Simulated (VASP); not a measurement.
# Si4HC4 in VASP: notebook, part 3 of 3

VASP 6.6.1. The steps go on from the part before.

## 5. Single point, PBE, collinear spin

INCAR reads:

```
ALGO     = Normal         # electronic algorithm
DIPOL    = 0.5 0.5 0.331
EDIFF    = 1E-6           # SCF threshold, eV
ENCUT    = 520            # plane-wave cutoff, eV
GGA      = PE             # functional
GGA_COMPAT= F            
IDIPOL   = 3            
ISIF     = 2              # what is computed and relaxed
ISMEAR   = 0              # smearing method
ISPIN    = 2              # spin polarisation
LASPH    = T              # aspherical terms in the spheres
LCHARG   = F              # write CHGCAR
LDIPOL   = T            
LORBIT   = 11             # projections on sites
LREAL    = F              # projectors in reciprocal space
LWAVE    = F              # write WAVECAR
MAGMOM   = 0 0 0 0 0 0 0 0 1 # initial moments
NBANDS   = 30             # bands
NELM     = 200            # most SCF steps
NELMDL   = -8           
PREC     = Accurate       # precision mode
SIGMA    = 0.05           # smearing width, eV
```

KPOINTS reads:

```
k-points
0
Gamma
  9 6 1
```

POSCAR reads:

```
Si4HC4
1.0
    3.0967389835      0.0000000000      0.0000000000
    0.0000000000      4.3794502696      0.0000000000
    0.0000000000      0.0000000000     20.1332068295
Si C H
4 4 1
Direct
    0.5000000000      0.5000000000      0.1986767450
    0.0000000000      0.0000000000      0.2755829977
    0.5000000000      0.4971400051      0.3554907352
    0.0000000000      0.9498903695      0.4168952500
    0.0000000000      0.2500000000      0.1986767450
    0.5000000000      0.7500000000      0.2755829977
    0.0000000000      0.2559423864      0.3541649037
    0.5000000000      0.7547379437      0.4288043580
    0.6666666667      1.0880712770      0.4769898566
```

Potentials or basis: VASP PAW PBE potentials, release 64 (Si, C, H).

Launch:

```sh
cat potpaw_PBE.64/Si/POTCAR potpaw_PBE.64/C/POTCAR potpaw_PBE.64/H/POTCAR > POTCAR
mpirun -np 1 vasp_std > vasp.out
```

OUTCAR:

```text
EDIFF = 1E-6
   ENCUT = 520
   GGA = PE
   ISIF = 2
   ISMEAR = 0
   ISPIN = 2
   LASPH = T
   LORBIT = 11
   LREAL = F
   NELM = 200
   NELMDL = -8
   PREC = Accurate

 ion  position               nearest neighbor table
   1  0.500  0.500  0.199-   5 1.90   5 1.90   6 1.90   2 3.10   2 3.10   2 3.10   2 3.10
   2  0.000  0.000  0.276-   6 1.90   6 1.90   5 1.90   7 1.94   4 2.85   1 3.10   1 3.10   1 3.10
                             1 3.10   3 3.12   3 3.12   3 3.14   3 3.14
   3  0.500  0.497  0.355-   8 1.86   7 1.87   7 1.87   6 1.95   4 2.80   4 2.80   4 3.11   4 3.11
                             2 3.12   2 3.12   2 3.14   2 3.14
   4  0.000  0.950  0.417-   9 1.70   8 1.78   8 1.78   7 1.84   3 2.80   3 2.80   2 2.85   3 3.11
                             3 3.11
   5  0.000  0.250  0.199-   1 1.90   1 1.90   2 1.90
   6  0.500  0.750  0.276-   2 1.90   2 1.90   1 1.90   3 1.95
   7  0.000  0.256  0.354-   4 1.84   3 1.87   3 1.87   2 1.94
   8  0.500  0.755  0.429-   4 1.78   4 1.78   3 1.86
   9  0.667  0.088  0.477-   4 1.70

  LATTYP: Found a simple orthorhombic cell.
 ALAT       =     3.0967389835
 B/A-ratio  =     1.4142135624
 C/A-ratio  =     6.5014219593

  Lattice vectors:

 A1 = (   3.0967389835,   0.0000000000,   0.0000000000)
 A2 = (   0.0000000000,   4.3794502696,   0.0000000000)
 A3 = (   0.0000000000,   0.0000000000,  20.1332068295)

Analysis of symmetry for initial positions (statically):
=====================================================================
 Subroutine PRICEL returns:
 Original cell was already a primitive cell.

 Routine SETGRP: Setting up the symmetry group for a
 simple orthorhombic supercell.

 Subroutine GETGRP returns: Found  1 space group operations
 (whereof  1 operations were pure point group operations)
 out of a pool of  8 trial point group operations.

The static configuration has the point symmetry C_1 .

Analysis of symmetry for dynamics (positions and initial velocities):
=====================================================================
 Subroutine PRICEL returns:
 Original cell was already a primitive cell.

 Routine SETGRP: Setting up the symmetry group for a
 simple orthorhombic supercell.

 Subroutine GETGRP returns: Found  1 space group operations
 (whereof  1 operations were pure point group operations)
 out of a pool of  8 trial point group operations.

The dynamic configuration has the point symmetry C_1 .

Analysis of structural, dynamic, and magnetic symmetry:
=====================================================================
 Subroutine PRICEL returns:
 Original cell was already a primitive cell.

 Routine SETGRP: Setting up the symmetry group for a
 simple orthorhombic supercell.

 Subroutine GETGRP returns: Found  1 space group operations
 (whereof  1 operations were pure point group operations)
 out of a pool of  8 trial point group operations.

The overall configuration has the point symmetry C_1 .

 Subroutine INISYM returns: Found  1 space group operations
 (whereof  1 operations are pure point group operations),
 and found     1 'primitive' translations

----------------------------------------------------------------------------------------

                                     Primitive cell

  volume of cell :     273.0468

  direct lattice vectors                    reciprocal lattice vectors
     3.096738983  0.000000000  0.000000000     0.322920338  0.000000000  0.000000000
     0.000000000  4.379450270  0.000000000     0.000000000  0.228339161  0.000000000
[... 128 lines left out ...]
   LEPSILON=     F    determine dielectric tensor
   LRPA    =     F    only Hartree local field effects (RPA)
 spin polarized calculation
 Gauss-broadening in eV      SIGMA  =   0.05
  energy-cutoff  :      520.00
  volume of cell :      273.05
 maximum number of plane-waves:      7424
 NGX is ok and might be reduce to    24
   NGX = 11   NGY = 17   NGZ = 75

 dipolmoment           0.000000      0.000000     -0.034397 electrons x Angstroem

 number of electron      32.9999996 magnetization       0.8086144

 dipolmoment           0.000000      0.000000      0.042201 electrons x Angstroem

 Free energy of the ion-electron system (eV)
  ---------------------------------------------------
  ext. energy  EPLUGINS =         0.00000000
  ---------------------------------------------------
  free energy    TOTEN  =       -56.45669289 eV

  energy without entropy =      -56.45479683  energy(sigma->0) =      -56.45574486

 E-fermi :  -1.0223     XC(G=0):  -4.4807

 val. band max:       -1.0767786385   @ k =   0.4444   0.5000   0.0000
 cond. band min:      -1.0178183360   @ k =   0.1111   0.1667   0.0000
 fundamental gap:      0.0589603025
 Fermi energy:        -1.0223191382

 spin component 1

 k-point     1 :       0.0000    0.0000    0.0000
  band No.  band energies     occupation
      1     -16.5820      1.00000
      2     -14.8397      1.00000
      3     -12.7394      1.00000
      4     -11.8462      1.00000
      5      -9.2948      1.00000
      6      -8.0891      1.00000
[... 733 lines left out ...]
     27       5.7223      0.00000
     28       5.9726      0.00000

 [... further k-points ...]

 spin component 2

 k-point     1 :       0.0000    0.0000    0.0000
  band No.  band energies     occupation
      1     -16.4971      1.00000
      2     -14.7290      1.00000
      3     -12.5803      1.00000
      4     -11.7809      1.00000
      5      -9.1527      1.00000
      6      -7.9366      1.00000
[... 733 lines left out ...]
     27       5.8505      0.00000
     28       6.0196      0.00000

 [... further k-points ...]

 [bands above 28 left out]

------------------------ aborting loop because EDIFF is reached ----------------------------------------

 vacuum level on the upper side and lower side of the slab       (xc-potential included)         0.275        -0.273

  FORCE on cell =-STRESS in cart. coord.  units (eV):
  Direction    XX          YY          ZZ          XY          YZ          ZX
  --------------------------------------------------------------------------------------
  -------------------------------------------------------------------------------------
  Total        1.0542420     -0.5075651     -1.2560544      2.1941592      1.4121241      1.5829126
  in kB        6.1860542     -2.9782777     -7.3702440     12.8748316      8.2860258      9.2881745
  external PRESSURE =      -1.3874892 kB  Pullay stress =       0.0000000 kB

 VOLUME and BASIS-vectors are now :
 -----------------------------------------------------------------------------
  energy-cutoff  :      520.00
  volume of cell :      273.05
      direct lattice vectors                 reciprocal lattice vectors
     3.096738983  0.000000000  0.000000000     0.322920338  0.000000000  0.000000000
     0.000000000  4.379450270  0.000000000     0.000000000  0.228339161  0.000000000
     0.000000000  0.000000000 20.133206830     0.000000000  0.000000000  0.049669186

 POSITION                                       TOTAL-FORCE (eV/Angst)
 -----------------------------------------------------------------------------------
      1.54837      2.18973      4.00000         0.040510     -2.703726      1.662726
      0.00000      0.00000      5.54837         0.020321      0.530296     -1.063146
      1.54837      2.17720      7.15717        -0.064824     -0.650164     -0.226111
      0.00000      4.16000      8.39344        -0.499131      1.518230      1.588719
      0.00000      1.09486      4.00000        -0.057518      1.804349     -0.381383
      1.54837      3.28459      5.54837        -0.008784      0.627746     -0.106457
      0.00000      1.12089      7.13048         0.032028     -0.102513     -0.775741
      1.54837      3.30534      8.63321        -0.877168     -1.094215     -0.689932
      2.06449      0.38570      9.60334         1.414567      0.069997     -0.008676
 -----------------------------------------------------------------------------------
    total drift:                                0.000006     -0.000078      0.000184

  FREE ENERGIE OF THE ION-ELECTRON SYSTEM (eV)
  ---------------------------------------------------
  free  energy   TOTEN  =       -56.4566928939 eV

  energy  without entropy=      -56.4547968280  energy(sigma->0) =      -56.45574486

 vacuum level on the upper side and lower side of the slab         4.587         4.024

 total charge

# of ion       s       p       d       tot
------------------------------------------
    1        0.754   0.845   0.000   1.599
    2        0.708   0.926   0.000   1.634
    3        0.714   0.941   0.000   1.655
    4        0.723   0.999   0.000   1.722
    5        0.861   1.524   0.000   2.385
    6        0.852   1.642   0.000   2.494
    7        0.850   1.691   0.000   2.541
    8        0.879   1.617   0.000   2.496
    9        0.458   0.013   0.000   0.471
--------------------------------------------------
tot          6.798  10.198   0.000  16.996

 magnetization (x)

# of ion       s       p       d       tot
------------------------------------------
    1        0.001   0.001   0.000   0.001
    2        0.001   0.006   0.000   0.006
    3        0.011   0.035   0.000   0.046
    4       -0.002   0.019   0.000   0.017
    5        0.007   0.051   0.000   0.058
    6        0.002   0.006   0.000   0.009
    7        0.003   0.033   0.000   0.037
    8        0.028   0.119   0.000   0.147
    9        0.108   0.001   0.000   0.109
--------------------------------------------------
tot          0.159   0.271   0.000   0.430
```

It took 9.8 min on 1 thread of Intel Xeon 6975P-C (Granite Rapids), shared host; peak memory 0.65 GiB.

Results:

| Property | Result |
| --- | --- |
| Free energy | -56.4567 eV |
| Largest force | 3.174 eV/Å |
| Net moment | 0.81 μB per cell |
| Site moments | Si +0.00, +0.01, +0.05, +0.02; C +0.06, +0.01, +0.04, +0.15; H +0.11 μB |
| Valence electrons inside the program's atomic spheres | Si 1.60, 1.63, 1.66, 1.72; C 2.38, 2.49, 2.54, 2.50; H 0.47 |

Forces on the atoms (eV/Å):
```
Si   0.041 -2.704  1.663
Si   0.020  0.530 -1.063
Si  -0.065 -0.650 -0.226
Si  -0.499  1.518  1.589
C   -0.058  1.804 -0.381
C   -0.009  0.628 -0.106
C    0.032 -0.103 -0.776
C   -0.877 -1.094 -0.690
H    1.415  0.070 -0.009
```

Levels at points of the mesh, in eV from the Fermi level:
Spin up:
```csv
k point,band 15,band 16,band 17,band 18,band 19,band 20
"(0.00, 0.00, 0.00)",-0.65,-0.50,-0.19,1.37,1.75,3.75
"(0.00, 0.50, 0.00)",-1.00,-0.56,-0.43,0.67,3.74,4.42
```
Spin down:
```csv
k point,band 14,band 15,band 16,band 17,band 18,band 19
"(0.00, 0.00, 0.00)",-1.35,-0.61,-0.28,0.32,1.58,1.82
"(0.00, 0.50, 0.00)",-1.25,-0.77,-0.38,0.21,0.71,3.82
```

## 6. Single point, PBE, collinear spin

INCAR reads:

```
SYSTEM = Si4HC4
PREC = Accurate ; ENCUT = 520
EDIFF = 1E-6 ; ISMEAR = 0
SIGMA = 0.05 ; LREAL = .FALSE.
LASPH = .TRUE. ; NELM = 200
ALGO = Normal ; ISIF = 2
LWAVE = .FALSE. ; LCHARG = .FALSE.
ISPIN = 2 ; MAGMOM = 0 0 0 0 0 0 0 0 1
LORBIT = 11 ; LDIPOL = .TRUE.
IDIPOL = 3 ; DIPOL = 0.5 0.5 0.330
GGA = PE ; NBANDS = 30
GGA_COMPAT = .FALSE. ; NELMDL = -8
```

KPOINTS reads:

```
Automatic mesh
0
G
  9 6 1
  0 0 0
```

POSCAR: that of step 5 with these lines changed.

```diff
@@ -16,2 +16,2 @@
     0.5000000000      0.7547379437      0.4288043580
-    0.6666666667      1.0880712770      0.4769898566
+    0.6666666667      1.2547379437      0.4626338538
```

Potentials or basis: VASP PAW PBE potentials, release 64 (Si, C, H).

Launch:

```sh
cat potpaw_PBE.64/Si/POTCAR potpaw_PBE.64/C/POTCAR potpaw_PBE.64/H/POTCAR > POTCAR
mpirun -np 1 vasp_std > vasp.out
```

Wall time 11 min (1 thread of Intel Xeon Platinum 8488C (Sapphire Rapids), shared host); peak memory 0.65 GiB.

It converged, with:

- Free energy: -56.5223 eV
- Largest force: 3.148 eV/Å
- Net moment: 0.67 μB per cell
- Site moments: Si +0.02, +0.01 (each value once); C -0.01, +0.01, +0.04, +0.15; H +0.10 μB
- Valence electrons inside the program's atomic spheres: Si 1.60, 1.64, 1.66, 1.69; C 2.38, 2.50, 2.54, 2.49; H 0.44

Forces in eV/Å, atoms in the order of the input:
```
Si   0.054 -2.678  1.653
Si   0.043  0.485 -1.089
Si  -0.121 -0.511 -0.230
Si  -0.864  2.108  2.133
C   -0.086  1.824 -0.358
C    0.035  0.574 -0.152
C    0.315 -0.343 -1.358
C   -0.359 -1.433 -0.594
H    0.982 -0.026 -0.004
```

Levels at points of the mesh, in eV from the Fermi level:
Spin up:
```
           k point  band 15  band 16  band 17  band 18  band 19  band 20
(0.00, 0.00, 0.00)    -0.71    -0.52    -0.47     1.22     1.82     3.66
(0.00, 0.50, 0.00)    -1.35    -0.69    -0.36     0.57     3.71     4.35
```
Spin down:
```tsv
k point	band 13	band 14	band 15	band 16	band 17	band 18	band 19	band 20
(0.00, 0.00, 0.00)	-1.84	-1.44	-0.69	-0.39	-0.04	1.32	1.92	3.72
(0.00, 0.50, 0.00)	-2.11	-1.35	-1.19	-0.58	0.04	0.69	3.78	4.40
```

## 7. The runs side by side

```csv
cell,gap on the mesh (eV),moment (μB),largest force (eV/Å)
"as given, atomic positions A",none,0.47,3.67
"as given, atomic positions B",none,0.11,3.13
"as given, atomic positions C",none,0.70,3.12
"as given, atomic positions D",none,0.81,3.17
"as given, atomic positions E",none,0.67,3.15
```

Alike in all rows: task single point; level PBE; potentials or basis VASP PAW PBE potentials, release 64 (Si, C, H); spin collinear; k mesh 9 × 6 × 1; cutoff (eV) 520; smearing gaussian 0.05 eV.

Absolute energies hang on the potentials; compare differences alone.
